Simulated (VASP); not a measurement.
Set up this calculation in VASP 6.6.1, as the native input.

```
Task                   : single point
Functional             : r2SCAN
Potentials or basis    : VASP PAW PBE potentials, release 64 (W_sv, S)
Cutoff                 : 520 eV
k mesh                 : 9 × 9 × 1
Occupations            : gaussian, width 0.05 eV
Spin                   : no spin polarisation
Dipole correction      : yes
Further INCAR settings : ALGO = Normal; EDIFF = 1e-07; NBANDS = 28
```

WS, a slab with vacuum:

```xyz
4
Lattice="3.1811 0.0000 0.0000 -1.5905 2.7549 0.0000 0.0000 0.0000 31.9507" Properties=species:S:1:pos:R:3 pbc="T T T"
W     0.0000    1.8366    7.4969
W     0.0000    1.8366   24.4539
S     1.5905    0.9183    9.0153
S     1.5905    0.9183   22.9354
```

One way to write it, as run:

POSCAR

```
WS
1.0
    3.1810953945      0.0000000000      0.0000000000
   -1.5905476972      2.7549094235      0.0000000000
    0.0000000000      0.0000000000     31.9507399470
W S
2 2
Direct
    0.3333333333      0.6666666667      0.2346378602
    0.3333333333      0.6666666667      0.7653621438
    0.6666666667      0.3333333333      0.2821631714
    0.6666666667      0.3333333333      0.7178368247
```

INCAR.step1

```
SYSTEM = WS
PREC     = Accurate       ! precision mode
ENCUT    = 520            ! plane-wave cutoff, eV
ISMEAR   = 0              ! smearing method
SIGMA    = 0.05           ! smearing width, eV
LREAL    = .FALSE.        ! projectors in reciprocal space
LASPH    = .TRUE.         ! aspherical terms in the spheres
NELM     = 100            ! most SCF steps
LDIPOL   = .TRUE.       
IDIPOL   = 3            
DIPOL    = 0.5 0.5 0.500
NBANDS   = 28             ! bands
GGA      = PE             ! functional
ALGO     = Normal         ! electronic algorithm
EDIFF    = 1E-4           ! SCF threshold, eV
LWAVE    = .TRUE.         ! write WAVECAR
LCHARG   = .FALSE.        ! write CHGCAR
```

INCAR.step2

```
SYSTEM = WS
PREC     = Accurate       ! precision mode
ENCUT    = 520            ! plane-wave cutoff, eV
EDIFF    = 1E-7           ! SCF threshold, eV
ISMEAR   = 0              ! smearing method
SIGMA    = 0.05           ! smearing width, eV
LREAL    = .FALSE.        ! projectors in reciprocal space
LASPH    = .TRUE.         ! aspherical terms in the spheres
NELM     = 100            ! most SCF steps
ALGO     = Normal         ! electronic algorithm
ISIF     = 2              ! what is computed and relaxed
LWAVE    = .FALSE.        ! write WAVECAR
LCHARG   = .FALSE.        ! write CHGCAR
LDIPOL   = .TRUE.       
IDIPOL   = 3            
DIPOL    = 0.5 0.5 0.500
METAGGA  = R2SCAN         ! meta-GGA
LMIXTAU  = .TRUE.       
NBANDS   = 28             ! bands
ISTART   = 1
```

KPOINTS

```
regular mesh
0
G
  9 9 1
  0 0 0
```

Potentials or basis: VASP PAW PBE potentials, release 64 (W_sv, S).

Run with:

```bash
$ cat potpaw_PBE.64/W_sv/POTCAR potpaw_PBE.64/S/POTCAR > POTCAR
$ cp INCAR.step1 INCAR
$ mpirun -np 1 vasp_std > vasp.out
$ cp INCAR.step2 INCAR
$ mpirun -np 1 vasp_std > vasp.out
```

It gave:

```yaml
Largest_force: 0.013 eV/Å
Band_gap_on_the_k_mesh: 0.63 eV, indirect (least direct gap 0.78 eV)
```

Caveat: the PAW data sets were made with another functional, which shifts forces and pressure a little; spin-orbit coupling is left out, which moves the levels of the heavy elements.

It took 6.3 min on 1 thread of Intel(R) Xeon(R) 6975P-C (Granite Rapids) (shared host), peak memory 0.43 GiB.
